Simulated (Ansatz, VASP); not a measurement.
## One calculation of ZnO, two programs

File INCAR:

```
SYSTEM = ZnO
ALGO = Normal ; EDIFF = 1E-6
ENCUT = 600 ; GGA = CA
GGA_COMPAT = .False. ; ISIF = 2
ISMEAR = -1 ; LASPH = .True.
LCHARG = .False. ; LREAL = .False.
LWAVE = .False. ; NBANDS = 26
NELM = 120 ; PREC = Accurate
SIGMA = 0.02
```

The input KPOINTS:

```
k-points
0
Gamma
  11 11 6
  0 0 0
```

File POSCAR:

```
ZnO
1.0
    3.2493987239      0.0000000000      0.0000000000
   -1.6246993619      2.8140618419      0.0000000000
    0.0000000000      0.0000000000      5.0997240000
Zn O
2 2
Direct
    0.3333333333      0.6666666667      0.0000000000
    0.6666666667      0.3333333333      0.5000000000
    0.3333333333      0.6666666667      0.3821000000
    0.6666666667      0.3333333333      0.8821000000
```

Input for Ansatz:

```yaml
crystal:
  lattice:
    - [3.2493987239, 0.0, 0.0]
    - [-1.6246993619, 2.8140618419, 0.0]
    - [0.0, 0.0, 5.099724]
  atoms:
    - { symbol: Zn, position: [0.3333333333, 0.6666666667, 0.0] }
    - { symbol: Zn, position: [0.6666666667, 0.3333333333, 0.5] }
    - { symbol: O, position: [0.3333333333, 0.6666666667, 0.3821] }
    - { symbol: O, position: [0.6666666667, 0.3333333333, 0.8821] }
kpoints:
  mp_grid: { grid: [11, 11, 6] }
  band_path:
    path:
      - [0.0, 0.0, 0.0]
      - [0.5, 0.0, 0.0]
      - [0.3333333333, 0.3333333333, 0.0]
      - [0.0, 0.0, 0.0]
      - [0.0, 0.0, 0.5]
      - [0.5, 0.0, 0.5]
      - [0.3333333333, 0.3333333333, 0.5]
      - [0.0, 0.0, 0.5]
      - [0.5, 0.0, 0.5]
    npoints: 5
scf:
  occupations: { method: fermi_dirac, width: 0.02 }
hamiltonian:
  xc: lda
  pseudopotentials: { kind: all_electron, lapw: { basis_error: 0.0005 } }
output:
  forces: true
  stress: true
  eigenvalues: true
```

Change from the starting cell: zz strain of -2 %.

Alike in both runs: task single point; functional LDA; k mesh 11 × 11 × 6; occupations fermi-dirac, width 0.02 eV; no spin polarisation.

|  | VASP | Ansatz |
| --- | --- | --- |
| version | VASP 6.6.1 | Ansatz 0.2.0 |
| potentials or method | VASP PAW LDA potentials, release 64 (Zn, O), cutoff 600 eV | all-electron LAPW, scalar-relativistic |

|  | VASP | Ansatz | Ansatz less VASP |
| --- | --- | --- | --- |
| gap on the k mesh at the Fermi level (eV) | 0.80 | 0.80 | +0.003 |
| pressure (GPa) | -3.4 | -4.3 | -0.87 |
| traceless stress, the component that is largest in VASP (GPa) | 3.57 | 3.46 | -0.108 |
| rms of the force components (eV/Å) | 0.085 | 0.078 | -0.0069 |

LDA's correlation is that of Perdew and Zunger in VASP and of Perdew and Wang (1992) in Ansatz. Atom by atom the forces differ by 0.007 eV/Å (rms over components). Ansatz ran all-electron here, and VASP with PAW potentials.
